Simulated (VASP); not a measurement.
The system is BN (Qingsongite).

```
CELL_PARAMETERS angstrom
0.00000 1.80482 1.80482
1.80482 0.00000 1.80482
1.80482 1.80482 0.00000
ATOMIC_POSITIONS crystal
B 0.00000 0.00000 0.00000
N 0.25000 0.25000 0.25000
```

Base run:

```yaml
Program: VASP 6.6.1
Functional: PBE
Potentials_or_basis: VASP PAW PBE potentials, release 64 (B, N)
Cutoff: 520 eV
k_mesh: 10 × 10 × 10
Occupations: gaussian, width 0.01 eV
Spin: no spin polarisation
```

Its results: band gap on the k mesh 4.46 eV, indirect (least direct gap 8.84 eV); pressure 5.0 GPa.

Question: The run is repeated on the same cell with these changes: functional from PBE to r2SCAN; k mesh from 10 × 10 × 10 to 6 × 6 × 6. What comes out?

Answer: Band gap on the k mesh 4.98 eV, indirect (least direct gap 9.55 eV); pressure 1.2 GPa.

Several settings changed at once, so the effect can't be laid on one alone.

Caveats: some runs use coarse meshes; the PAW data sets were made with another functional, which shifts forces and pressure a little (some runs).

A k mesh can miss the band edges.
